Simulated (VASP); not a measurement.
# SiC (F-43m) in VASP: single point with PBEsol+D3(BJ)

Aim: the single point of SiC with PBEsol+D3(BJ).

All numbers are computed with VASP 6.6.1; they aren't measurements. Logs are shortened: lines on timing, memory, paths and dates and some standing lists are left out, and cuts for length are marked.

## (1) The cell of the first run

It takes space group F-43m (No. 216, cubic). The conventional cell has a = 4.358 Å, b = 4.358 Å, c = 4.358 Å, α = 90.00°, β = 90.00°, γ = 90.00°. Within 2.5 Å of Si (site symmetry -43m) lie 4 C at 1.89 Å. Within 2.5 Å of C (site symmetry -43m) lie 4 Si at 1.89 Å.

## (2) Single point, PBEsol+D3(BJ)

INCAR

```
SYSTEM = SiC
PREC = Accurate ; ENCUT = 600
EDIFF = 1E-6 ; ISMEAR = -1
SIGMA = 0.1 ; LREAL = .False.
LASPH = .True. ; NELM = 120
ALGO = Normal ; ISIF = 2
LWAVE = .False. ; LCHARG = .False.
GGA = PS ; IVDW = 12
NBANDS = 11 ; GGA_COMPAT = .False.
```

KPOINTS

```
Automatic mesh
0
Gamma
  9 9 9
  0 0 0
```

POSCAR

```
SiC
1.0
    0.0000000000      2.1790000000      2.1790000000
    2.1790000000      0.0000000000      2.1790000000
    2.1790000000      2.1790000000      0.0000000000
Si C
1 1
Direct
    0.0000000000      0.0000000000      0.0000000000
    0.2500000000      0.2500000000      0.2500000000
```

Potentials or basis: VASP PAW PBE potentials, release 64 (Si, C).

On the command line:

```bash
$ cat potpaw_PBE.64/Si/POTCAR potpaw_PBE.64/C/POTCAR > POTCAR
$ mpirun -np 1 vasp_std > vasp.out
```

OUTCAR:

```text
SYSTEM = SiC
   PREC = Accurate
   ENCUT = 600
   EDIFF = 1E-6
   ISMEAR = -1
   LREAL = .False.
   LASPH = .True.
   NELM = 120
   ISIF = 2
   GGA = PS
   IVDW = 12
 IVDW          = 12

 ion  position               nearest neighbor table
   1  0.000  0.000  0.000-   2 1.89   2 1.89   2 1.89   2 1.89
   2  0.250  0.250  0.250-   1 1.89   1 1.89   1 1.89   1 1.89

  LATTYP: Found a face centered cubic cell.
 ALAT       =     4.3580000000

  Lattice vectors:

 A1 = (   0.0000000000,   2.1790000000,   2.1790000000)
 A2 = (   2.1790000000,   0.0000000000,   2.1790000000)
 A3 = (   2.1790000000,   2.1790000000,   0.0000000000)

Analysis of symmetry for initial positions (statically):
=====================================================================
 Subroutine PRICEL returns:
 Original cell was already a primitive cell.

 Routine SETGRP: Setting up the symmetry group for a
 face centered cubic supercell.

 Subroutine GETGRP returns: Found 24 space group operations
 (whereof 24 operations were pure point group operations)
 out of a pool of 48 trial point group operations.

The static configuration has the point symmetry T_d .

Analysis of symmetry for dynamics (positions and initial velocities):
=====================================================================
 Subroutine PRICEL returns:
 Original cell was already a primitive cell.

 Routine SETGRP: Setting up the symmetry group for a
 face centered cubic supercell.

 Subroutine GETGRP returns: Found 24 space group operations
 (whereof 24 operations were pure point group operations)
 out of a pool of 48 trial point group operations.

The dynamic configuration has the point symmetry T_d .

 Subroutine INISYM returns: Found 24 space group operations
 (whereof 24 operations are pure point group operations),
 and found     1 'primitive' translations

----------------------------------------------------------------------------------------

                                     Primitive cell

  volume of cell :      20.6920

  direct lattice vectors                    reciprocal lattice vectors
     0.000000000  2.179000000  2.179000000    -0.229463056  0.229463056  0.229463056
     2.179000000  0.000000000  2.179000000     0.229463056 -0.229463056  0.229463056
     2.179000000  2.179000000  0.000000000     0.229463056  0.229463056 -0.229463056

  length of vectors
     3.081571352  3.081571352  3.081571352     0.397441672  0.397441672  0.397441672

  position of ions in fractional coordinates (direct lattice)
     0.000000000  0.000000000  0.000000000
     0.250000000  0.250000000  0.250000000

  ion indices of the primitive-cell ions
   primitive index   ion index
                 1           1
                 2           2

----------------------------------------------------------------------------------------

 KPOINTS: Automatic mesh

Automatic generation of k-mesh.
 Grid dimensions read from file:
 generate k-points for:    9    9    9

 Generating k-lattice:

  Cartesian coordinates                     Fractional coordinates (reciprocal lattice)
    -0.025495895  0.025495895  0.025495895     0.111111111  0.000000000  0.000000000
     0.025495895 -0.025495895  0.025495895     0.000000000  0.111111111  0.000000000
     0.025495895  0.025495895 -0.025495895     0.000000000  0.000000000  0.111111111

  Length of vectors
     0.044160186  0.044160186  0.044160186

  Shift w.r.t. Gamma in fractional coordinates (k-lattice)
     0.000000000  0.000000000  0.000000000

 Subroutine IBZKPT returns following result:
 ===========================================

 Found     35 irreducible k-points:

 Following reciprocal coordinates:
            Coordinates               Weight
  0.000000  0.000000  0.000000      1.000000
  0.111111  0.000000  0.000000      8.000000
  0.222222  0.000000  0.000000      8.000000
  0.333333  0.000000  0.000000      8.000000
  0.444444  0.000000  0.000000      8.000000
  0.111111  0.111111  0.000000      6.000000
[... 16 lines left out ...]
 -0.333333  0.333333  0.000000     12.000000
  0.444444  0.444444  0.000000      6.000000
 [... further k-points ...]
   k-points           NKPTS =     35   k-points in BZ     NKDIM =     35   number of bands    NBANDS=     11
   number of dos      NEDOS =    301   number of ions     NIONS =      2
   total plane-waves  NPLWV =  21952
   dimension x,y,z NGX =    28 NGY =   28 NGZ =   28
   dimension x,y,z NGXF=    56 NGYF=   56 NGZF=   56
   ions per type =               1   1
   NGX,Y,Z   is equivalent  to a cutoff of  15.11, 15.11, 15.11 a.u.
   NGXF,Y,Z  is equivalent  to a cutoff of  30.21, 30.21, 30.21 a.u.
 SYSTEM =  SiC
   PREC   = accura    normal or accurate (medium, high low for compatibility)
   ISTART =      0    job   : 0-new  1-cont  2-samecut
   ICHARG =      2    charge: 1-file 2-atom 10-const
   ISPIN  =      1    spin polarized calculation?
   LNONCOLLINEAR =      F non collinear calculations
   LSORBIT =      F    spin-orbit coupling
   LASPH  =      T    aspherical Exc in radial PAW
   ENCUT  =  600.0 eV  44.10 Ry    6.64 a.u.   6.15  6.15  6.15*2*pi/ulx,y,z
   NELM   =    120;   NELMIN=  2; NELMDL= -5     # of ELM steps
   EDIFF  = 0.1E-05   stopping-criterion for ELM
   LREAL  =      F    real-space projection
   EDIFFG = 0.1E-04   stopping-criterion for IOM
   NSW    =      0    number of steps for IOM
   IBRION =     -1    ionic relax: 0-MD 1-quasi-New 2-CG
   NFREE  =      0    steps in history (QN), initial steepest desc. (CG)
   ISIF   =      2    stress and relaxation
   ISYM   =      2    0-nonsym 1-usesym 2-fastsym
   POTIM  = 0.5000    time-step for ionic-motion
   TEBEG  =    0.0;   TEEND  =   0.0 temperature during run
   PSTRESS=    0.0 pullay stress
   NELECT =       8.0000    total number of electrons
   NUPDOWN=      -1.0000    fix difference up-down
   EMIN   =  10.00;   EMAX   =-10.00  energy-range for DOS
   EFERMI =   0.00;   METHOD = LEGACY
   ISMEAR =    -1;   SIGMA  =   0.10  broadening in eV -4-tet -1-fermi 0-gaus
   EFERMI_NEDOS =   21; number of points for ismear=-14 and -15
   IALGO  =     38    algorithm
   IMIX   =      4    mixing-type and parameters
     AMIX     =   0.40;   BMIX     =  1.00
     AMIX_MAG =   1.60;   BMIX_MAG =  1.00
  volume/ion in A,a.u.               =      10.35        69.82
  Fermi-wavevector in a.u.,A,eV,Ry     =   1.192626  2.253736 19.352338  1.422357
  Thomas-Fermi vector in A             =   2.328660
   LORBIT       =      0    0 simple, 1 ext, 2 COOP (PROOUT), +10 PAW based schemes
   GGA     = PS    functional components
   LHFCALC =     F    Hartree Fock is set to
   AEXX    =    0.0000 exact exchange contribution
   IVDW    =    12    specifies the selected vdW correction
   LEPSILON=     F    determine dielectric tensor
   LRPA    =     F    only Hartree local field effects (RPA)
 non-spin polarized calculation
  energy-cutoff  :      600.00
  volume of cell :       20.69
 maximum number of plane-waves:       702
 NGX is ok and might be reduce to    28
   NGX = 13   NGY = 13   NGZ = 13

 number of electron       8.0000000 magnetization

 Free energy of the ion-electron system (eV)
  ---------------------------------------------------
  ext. energy  EPLUGINS =         0.00000000
  ---------------------------------------------------
  free energy    TOTEN  =       -15.91582397 eV

  energy without entropy =      -15.91578621  energy(sigma->0) =      -15.91580509

 E-fermi :   8.7739     XC(G=0): -11.5048

 val. band max:        8.0562044034   @ k =   0.0000   0.0000   0.0000
 cond. band min:       9.4360671936   @ k =   0.4444   0.4444   0.0000
 fundamental gap:      1.3798627902
 Fermi energy:         8.7739435895

 k-point     1 :       0.0000    0.0000    0.0000
  band No.  band energies     occupation
      1      -7.3680      2.00000
      2       8.0562      1.99847
      3       8.0562      1.99847
      4       8.0562      1.99847
      5      14.2430      0.00000
      6      15.2991      0.00000
      7      15.2991      0.00000
      8      15.2991      0.00000
      9      22.5130      0.00000
     10      22.5130      0.00000
     11      24.3189      0.00000

 k-point     2 :       0.1111    0.0000    0.0000
  band No.  band energies     occupation
      1      -7.1260      2.00000
      2       6.8355      2.00000
      3       7.8925      1.99970
      4       7.8925      1.99970
      5      14.4902      0.00000
      6      15.5911      0.00000
      7      15.5911      0.00000
      8      15.6832      0.00000
      9      21.4077      0.00000
     10      21.4077      0.00000
     11      24.0305      0.00000

 k-point     3 :       0.2222    0.0000    0.0000
  band No.  band energies     occupation
      1      -6.4132      2.00000
      2       4.3921      2.00000
      3       7.5380      1.99999
      4       7.5380      1.99999
      5      14.0996      0.00000
      6      15.9176      0.00000
      7      15.9176      0.00000
      8      17.0388      0.00000
      9      20.9109      0.00000
     10      20.9109      0.00000
     11      23.1051      0.00000

 k-point     4 :       0.3333    0.0000    0.0000
  band No.  band energies     occupation
      1      -5.2899      2.00000
      2       1.8477      2.00000
      3       7.2085      2.00000
      4       7.2085      2.00000
      5      13.6795      0.00000
      6      15.6201      0.00000
      7      15.6201      0.00000
      8      17.8681      0.00000
      9      22.2528      0.00000
     10      22.2528      0.00000
     11      23.1258      0.00000

 k-point     5 :       0.4444    0.0000    0.0000
  band No.  band energies     occupation
      1      -4.0401      2.00000
      2      -0.1678      2.00000
      3       7.0236      2.00000
      4       7.0236      2.00000
      5      13.4579      0.00000
      6      15.2507      0.00000
      7      15.2507      0.00000
      8      17.9781      0.00000
      9      23.8995      0.00000
     10      24.5494      0.00000
     11      24.5494      0.00000
[... 211 lines left out ...]
 k-point    21 :       0.4444    0.3333    0.0000
  band No.  band energies     occupation
      1      -3.5565      2.00000
      2       1.7445      2.00000
      3       4.4217      2.00000
      4       5.2246      2.00000
      5      10.4582      0.00000
      6      13.4059      0.00000
      7      20.2104      0.00000
      8      20.4337      0.00000
      9      22.1718      0.00000
     10      26.5620      0.00000
     11      29.6309      0.00000

 k-point    22 :      -0.4444    0.3333    0.0000
  band No.  band energies     occupation
      1      -2.5647      2.00000
      2       0.8208      2.00000
      3       2.9703      2.00000
      4       5.3816      2.00000
      5      10.9489      0.00000
      6      15.2016      0.00000
      7      19.8343      0.00000
      8      19.9858      0.00000
      9      21.7288      0.00000
     10      24.8573      0.00000
     11      29.6547      0.00000

 k-point    23 :      -0.3333    0.3333    0.0000
  band No.  band energies     occupation
      1      -2.6894      2.00000
      2       0.9920      2.00000
      3       2.3582      2.00000
      4       5.8678      2.00000
      5      11.7678      0.00000
      6      17.1472      0.00000
      7      18.7604      0.00000
      8      19.5335      0.00000
      9      20.8691      0.00000
     10      22.4933      0.00000
     11      29.7004      0.00000

 k-point    24 :       0.4444    0.4444    0.0000
  band No.  band energies     occupation
      1      -2.7763      2.00000
      2       0.7595      2.00000
      3       4.9126      2.00000
      4       4.9126      2.00000
      5       9.4361      0.00266
      6      12.3531      0.00000
      7      21.7475      0.00000
      8      21.7475      0.00000
      9      22.5141      0.00000
     10      27.6471      0.00000
     11      30.4561      0.00000

 [... further k-points ...]

------------------------ aborting loop because EDIFF is reached ----------------------------------------

 Edisp (eV)   -0.48353

 E8    (eV) :    -0.2872

  FORCE on cell =-STRESS in cart. coord.  units (eV):
  Direction    XX          YY          ZZ          XY          YZ          ZX
  --------------------------------------------------------------------------------------
  -------------------------------------------------------------------------------------
  Total      -0.48486    -0.48486    -0.48486     0.00000     0.00000     0.00000
  in kB     -37.54260   -37.54260   -37.54260     0.00000     0.00000     0.00000
  external pressure =      -37.54 kB  Pullay stress =        0.00 kB

 VOLUME and BASIS-vectors are now :
 -----------------------------------------------------------------------------
  energy-cutoff  :      600.00
  volume of cell :       20.69
      direct lattice vectors                 reciprocal lattice vectors
     0.000000000  2.179000000  2.179000000    -0.229463056  0.229463056  0.229463056
     2.179000000  0.000000000  2.179000000     0.229463056 -0.229463056  0.229463056
     2.179000000  2.179000000  0.000000000     0.229463056  0.229463056 -0.229463056

 POSITION                                       TOTAL-FORCE (eV/Angst)
 -----------------------------------------------------------------------------------
      0.00000      0.00000      0.00000        -0.000000     -0.000000     -0.000000
      1.08950      1.08950      1.08950         0.000000      0.000000      0.000000
 -----------------------------------------------------------------------------------
    total drift:                               -0.000000     -0.000000     -0.000000

  FREE ENERGIE OF THE ION-ELECTRON SYSTEM (eV)
  ---------------------------------------------------
  free  energy   TOTEN  =       -16.3993539473 eV

  energy  without entropy=      -16.3993161880  energy(sigma->0) =      -16.39933507
```

Wall time 20 s (1 thread of Intel Xeon 8259CL, shared host); peak memory 0.16 GiB.

Results:

- Free energy: -16.3994 eV
- Pressure: -3.8 GPa
- Band gap on the k mesh: 1.38 eV (least direct gap 4.52 eV)
- Dispersion energy per atom: -0.242 eV

Caveat: three body term missing; the cell stands under tension; the PAW data sets were made with another functional, which shifts forces and pressure a little; an odd mesh through Γ misses points on the zone boundary, where band edges can lie.
